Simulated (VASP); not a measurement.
BaZrO3, 5 atoms in the cell. It takes space group Cmmm (No. 65, orthorhombic). Conventional cell: a = 5.839 Å, b = 6.016 Å, c = 4.191 Å, α = 90.00°, β = 90.00°, γ = 90.00°. Within 3.8 Å of Ba (site symmetry mmm) lie 12 O at 2.92 to 3.01 Å and 8 Zr at 3.59 to 3.67 Å. Within 2.8 Å of Zr (site symmetry mmm) lie 6 O at 2.10 Å. Within 2.8 Å of O (site symmetry 2/m) lie 2 Zr at 2.10 Å. Within 2.8 Å of O (site symmetry mmm) lie 2 Zr at 2.10 Å. 

- Program: VASP 6.6.1
- Task: single point
- Functional: PBE
- Potentials or basis: VASP PAW PBE potentials, release 64 (Ba_sv, Zr_sv, O_h)
- Cutoff: 910 eV
- k mesh: 6 × 6 × 6
- Occupations: gaussian, width 0.05 eV
- Spin: no spin polarisation
- Dipole correction: no
- Further INCAR settings: ALGO = Normal; EDIFF = 1e-06; NBANDS = 28

Potentials or basis: VASP PAW PBE potentials, release 64 (Ba_sv, Zr_sv, O_h).

The run is started by

```bash
$ cat potpaw_PBE.64/Ba_sv/POTCAR potpaw_PBE.64/Zr_sv/POTCAR potpaw_PBE.64/O_h/POTCAR > POTCAR
$ mpirun -np 1 vasp_std > vasp.out
```

Hardware: 1 thread of Intel(R) Xeon(R) Platinum 8259CL CPU @ 2.50GHz (Skylake/Cascade Lake), with other jobs on the host.

Task: How long does it take, and how much memory?

Result: It took 3.8 min on 1 thread of Intel(R) Xeon(R) Platinum 8259CL CPU @ 2.50GHz (Skylake/Cascade Lake), with other jobs on the host, peak memory 0.42 GiB. Counts: scf iterations 15, k points 52.
